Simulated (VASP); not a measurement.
# Cs (Fd-3m) in VASP: a series of runs, part 2 of 2

VASP 6.6.1. Earlier steps stand in the parts before.

**4. Relaxation of cell and atoms, RPBE**

This run uses another cell than the first one, of 149.11 Å³/atom, 0.656 times its volume.

INCAR

```
SYSTEM = Cs
PREC     = Accurate       ! precision mode
ENCUT    = 600            ! plane-wave cutoff, eV
EDIFF    = 1E-7           ! SCF threshold, eV
ISMEAR   = -1             ! smearing method
SIGMA    = 0.1            ! smearing width, eV
LREAL    = .False.        ! projectors in reciprocal space
LASPH    = .True.         ! aspherical terms in the spheres
NELM     = 60             ! most SCF steps
ALGO     = Normal         ! electronic algorithm
ISIF     = 3              ! what is computed and relaxed
LWAVE    = .False.        ! write WAVECAR
LCHARG   = .False.        ! write CHGCAR
GGA      = RP             ! functional
IBRION   = 2              ! ionic algorithm
NSW      = 80             ! ionic steps
EDIFFG   = -0.01          ! ionic threshold
```

KPOINTS

```
Automatic mesh
0
Gamma
  5 5 5
  0 0 0
```

POSCAR

```
Cs
1.0
    0.0000000000      5.3027061682      5.3027061682
    5.3027061682      0.0000000000      5.3027061682
    5.3027061682      5.3027061682      0.0000000000
Cs
2
Direct
    0.1250000000      0.1250000000      0.1250000000
    0.8750000000      0.8750000000      0.8750000000
```

Potentials or basis: VASP PAW PBE potentials, release 64 (Cs_sv).

Launch:

```console
> cat potpaw_PBE.64/Cs_sv/POTCAR > POTCAR
> mpirun -np 1 vasp_std > vasp.out
```

OUTCAR:

```text
SYSTEM = Cs
   PREC = Accurate
   ENCUT = 600
   EDIFF = 1E-7
   ISMEAR = -1
   LREAL = .False.
   LASPH = .True.
   NELM = 60
   ISIF = 3
   GGA = RP
   IBRION = 2
   NSW = 80
   EDIFFG = -0.01

 ion  position               nearest neighbor table
   1  0.125  0.125  0.125-
   2  0.875  0.875  0.875-

  LATTYP: Found a face centered cubic cell.
 ALAT       =    10.6054123364

  Lattice vectors:

 A1 = (   0.0000000000,   5.3027061682,   5.3027061682)
 A2 = (   5.3027061682,   0.0000000000,   5.3027061682)
 A3 = (   5.3027061682,   5.3027061682,   0.0000000000)

Analysis of symmetry for initial positions (statically):
=====================================================================
 Subroutine PRICEL returns:
 Original cell was already a primitive cell.

 Routine SETGRP: Setting up the symmetry group for a
 face centered cubic supercell.

 Subroutine GETGRP returns: Found 48 space group operations
 (whereof 12 operations were pure point group operations)
 out of a pool of 48 trial point group operations.

The static configuration has the point symmetry D_3d.
 The point group associated with its full space group is O_h .

Analysis of symmetry for dynamics (positions and initial velocities):
=====================================================================
 Subroutine PRICEL returns:
 Original cell was already a primitive cell.

 Routine SETGRP: Setting up the symmetry group for a
 face centered cubic supercell.

 Subroutine GETGRP returns: Found 48 space group operations
 (whereof 12 operations were pure point group operations)
 out of a pool of 48 trial point group operations.

The dynamic configuration has the point symmetry D_3d.
 The point group associated with its full space group is O_h .

 Subroutine INISYM returns: Found 48 space group operations
 (whereof 12 operations are pure point group operations),
 and found     1 'primitive' translations

----------------------------------------------------------------------------------------

                                     Primitive cell

  volume of cell :     298.2103

  direct lattice vectors                    reciprocal lattice vectors
     0.000000000  5.302706168  5.302706168    -0.094291478  0.094291478  0.094291478
     5.302706168  0.000000000  5.302706168     0.094291478 -0.094291478  0.094291478
     5.302706168  5.302706168  0.000000000     0.094291478  0.094291478 -0.094291478

  length of vectors
     7.499158980  7.499158980  7.499158980     0.163317630  0.163317630  0.163317630

  position of ions in fractional coordinates (direct lattice)
     0.125000000  0.125000000  0.125000000
     0.875000000  0.875000000  0.875000000

  ion indices of the primitive-cell ions
   primitive index   ion index
                 1           1
                 2           2

----------------------------------------------------------------------------------------

 KPOINTS: Automatic mesh

Automatic generation of k-mesh.
 Grid dimensions read from file:
 generate k-points for:    5    5    5

 Generating k-lattice:

[... 28 lines left out ...]
   k-points           NKPTS =     10   k-points in BZ     NKDIM =     10   number of bands    NBANDS=     13
   number of dos      NEDOS =    301   number of ions     NIONS =      2
   total plane-waves  NPLWV = 216000
   dimension x,y,z NGX =    60 NGY =   60 NGZ =   60
   dimension x,y,z NGXF=   120 NGYF=  120 NGZF=  120
   ions per type =               2
   NGX,Y,Z   is equivalent  to a cutoff of  13.30, 13.30, 13.30 a.u.
   NGXF,Y,Z  is equivalent  to a cutoff of  26.60, 26.60, 26.60 a.u.
 SYSTEM =  Cs
   PREC   = accura    normal or accurate (medium, high low for compatibility)
   ISTART =      0    job   : 0-new  1-cont  2-samecut
   ICHARG =      2    charge: 1-file 2-atom 10-const
   ISPIN  =      1    spin polarized calculation?
   LNONCOLLINEAR =      F non collinear calculations
   LSORBIT =      F    spin-orbit coupling
   LASPH  =      T    aspherical Exc in radial PAW
   ENCUT  =  600.0 eV  44.10 Ry    6.64 a.u.  14.98 14.98 14.98*2*pi/ulx,y,z
   NELM   =     60;   NELMIN=  2; NELMDL= -5     # of ELM steps
   EDIFF  = 0.1E-06   stopping-criterion for ELM
   LREAL  =      F    real-space projection
   EDIFFG = -.1E-01   stopping-criterion for IOM
   NSW    =     80    number of steps for IOM
   IBRION =      2    ionic relax: 0-MD 1-quasi-New 2-CG
   NFREE  =      1    steps in history (QN), initial steepest desc. (CG)
   ISIF   =      3    stress and relaxation
   ISYM   =      2    0-nonsym 1-usesym 2-fastsym
   POTIM  = 0.5000    time-step for ionic-motion
   TEBEG  =    0.0;   TEEND  =   0.0 temperature during run
   PSTRESS=    0.0 pullay stress
   NELECT =      18.0000    total number of electrons
   NUPDOWN=      -1.0000    fix difference up-down
   EMIN   =  10.00;   EMAX   =-10.00  energy-range for DOS
   EFERMI =   0.00;   METHOD = LEGACY
   ISMEAR =    -1;   SIGMA  =   0.10  broadening in eV -4-tet -1-fermi 0-gaus
   EFERMI_NEDOS =   21; number of points for ismear=-14 and -15
   IALGO  =     38    algorithm
   IMIX   =      4    mixing-type and parameters
     AMIX     =   0.40;   BMIX     =  1.00
     AMIX_MAG =   1.60;   BMIX_MAG =  1.00
  volume/ion in A,a.u.               =     149.11      1006.21
  Fermi-wavevector in a.u.,A,eV,Ry     =   0.642182  1.213548  5.611011  0.412398
  Thomas-Fermi vector in A             =   1.708767
   LORBIT       =      0    0 simple, 1 ext, 2 COOP (PROOUT), +10 PAW based schemes
   GGA     = RP    functional components
   LHFCALC =     F    Hartree Fock is set to
   AEXX    =    0.0000 exact exchange contribution
   IVDW    =     0    specifies the selected vdW correction
   LEPSILON=     F    determine dielectric tensor
   LRPA    =     F    only Hartree local field effects (RPA)
 conjugate gradient relaxation of ions
 non-spin polarized calculation
  energy-cutoff  :      600.00
  volume of cell :      298.21
 maximum number of plane-waves:      9985
   NGX = 29   NGY = 29   NGZ = 29

--------------------------------------- Ionic step        1  -------------------------------------------

 number of electron      17.9999998 magnetization

 Free energy of the ion-electron system (eV)
  ---------------------------------------------------
  ext. energy  EPLUGINS =         0.00000000
  ---------------------------------------------------
  free energy    TOTEN  =        -0.93351493 eV

  energy without entropy =       -0.85680645  energy(sigma->0) =       -0.89516069

------------------------ aborting loop because EDIFF is reached ----------------------------------------

  FORCE on cell =-STRESS in cart. coord.  units (eV):
  Direction    XX          YY          ZZ          XY          YZ          ZX
  --------------------------------------------------------------------------------------
  -------------------------------------------------------------------------------------
  Total        0.5880676      0.5880676      0.5880676     -0.0000000      0.0000000     -0.0000000
  in kB        3.1594764      3.1594764      3.1594764     -0.0000000      0.0000000     -0.0000000
  external PRESSURE =       3.1594764 kB  Pullay stress =       0.0000000 kB
[... 23 lines left out ...]
--------------------------------------- Ionic step        2  -------------------------------------------

 number of electron      18.0000002 magnetization

 E-fermi :   0.0141     XC(G=0):  -4.5323

 val. band max:       -0.2295583556   @ k =  -0.4000   0.4000   0.2000
 cond. band min:       0.1010149556   @ k =  -0.4000   0.2000   0.0000
 fundamental gap:      0.3305733112
 Fermi energy:         0.0141003670

 k-point     1 :       0.0000    0.0000    0.0000
  band No.  band energies     occupation
      1     -24.4371      2.00000
      2     -24.4050      2.00000
      3     -11.3154      2.00000
      4     -11.3154      2.00000
      5     -11.3154      2.00000
      6     -11.1664      2.00000
      7     -11.1664      2.00000
      8     -11.1664      2.00000
      9      -1.4101      2.00000
     10       1.3250      0.00000
     11       1.3250      0.00000
     12       1.4426      0.00000
     13       1.4426      0.00000
[... 249 lines left out ...]
--------------------------------------- Ionic step        5  -------------------------------------------

 number of electron      18.0000003 magnetization

 Free energy of the ion-electron system (eV)
  ---------------------------------------------------
  ext. energy  EPLUGINS =         0.00000000
  ---------------------------------------------------
  free energy    TOTEN  =        -1.03552427 eV

  energy without entropy =       -0.96690653  energy(sigma->0) =       -1.00121540

 E-fermi :  -0.5506     XC(G=0):  -3.8190

 val. band max:       -0.5751595485   @ k =  -0.4000   0.4000   0.0000
 cond. band min:      -0.4462537211   @ k =  -0.4000   0.4000   0.0000
 fundamental gap:      0.1289058274
 Fermi energy:        -0.5506371579

 k-point     1 :       0.0000    0.0000    0.0000
  band No.  band energies     occupation
      1     -24.9422      2.00000
      2     -24.9346      2.00000
      3     -11.7780      2.00000
      4     -11.7780      2.00000
      5     -11.7780      2.00000
      6     -11.7218      2.00000
      7     -11.7218      2.00000
      8     -11.7218      2.00000
      9      -1.6637      1.99997
     10       0.7928      0.00000
     11       0.7928      0.00000
     12       0.8548      0.00000
     13       0.8548      0.00000
[... 171 lines left out ...]
  FREE ENERGIE OF THE ION-ELECTRON SYSTEM (eV)
  ---------------------------------------------------
  free  energy   TOTEN  =        -1.0355242740 eV

  energy  without entropy=       -0.9669065345  energy(sigma->0) =       -1.00121540

 reached required accuracy - stopping structural energy minimisation
```

It took 3.2 min on 1 thread of AMD EPYC 9R45 (Zen 5), shared host; peak memory 0.49 GiB.

Results:

| Item | Value |
| --- | --- |
| Free energy | -1.0355 eV |
| Relaxed volume | 216.76 Å³/atom |
| Relaxed cell | a = 8.495 Å, b = 8.495 Å, c = 8.495 Å, α = 60.00°, β = 60.00°, γ = 60.00° |
| Space group after relaxing (to 0.05 Å) | Fd-3m (No. 227) |
| Energy gained by relaxing | 51.0 meV/atom |
| Ionic steps | 5 |
| Pressure after relaxing | 0.0 GPa |
| Band gap on the k mesh | 0.13 eV, direct |

The path:
```tsv
step	energy change (eV)	largest force (eV/Å)	pressure (GPa)	volume (Å³)
1	0.0000	0.0000	0.32	298.21
2	-0.0232	0.0000	0.26	311.08
3	-0.0729	0.0000	0.14	351.91
4	-0.1015	0.0000	-0.01	443.97
5	-0.1020	0.0000	0.00	433.53
```

Final structure:
```xyz
2
Lattice="0.0000 6.0071 6.0071 6.0071 0.0000 6.0071 6.0071 6.0071 0.0000" Properties=species:S:1:pos:R:3 pbc="T T T"
Cs    1.5018    1.5018    1.5018
Cs   10.5124   10.5124   10.5124
```

Levels at points of the mesh, in eV from the valence-band top:
| k point | band 7 | band 8 | band 9 | band 10 | band 11 | band 12 |
| --- | --- | --- | --- | --- | --- | --- |
| (0.00, 0.00, 0.00) | -11.15 | -11.15 | -1.09 | 1.37 | 1.37 | 1.43 |

Caveat: the volume moved by over 15 % at a fixed basis, so the end points are rough; the PAW data sets were made with another functional, which shifts forces and pressure a little; spin-orbit coupling is left out, which moves the levels of the heavy elements. A k mesh can miss the band edges.

**5. Summary**

```csv
task,cell,cutoff (eV),gap on the mesh (eV),pressure (GPa)
single point,"a = 8.633 Å, angles 60.0°, 2 atoms",520,0.13,0.0
single point,"a = 8.738 Å, angles 60.0°, 2 atoms",520,0.14,0.0
relaxation of cell and atoms,"relaxed from a = 7.499 Å, angles 60.0°, 2 atoms",600,0.13,0.0
```

Alike in all rows: level RPBE; potentials or basis VASP PAW PBE potentials, release 64 (Cs_sv); no spin polarisation; k mesh 5 × 5 × 5; smearing fermi-dirac 0.1 eV.

Caveats: the PAW data sets were made with another functional, which shifts forces and pressure a little; spin-orbit coupling is left out, which moves the levels of the heavy elements; the volume moved by over 15 % at a fixed basis, so the end points are rough (some runs).

Total energies depend on the potentials used, so only differences within one code and one set of settings carry meaning.
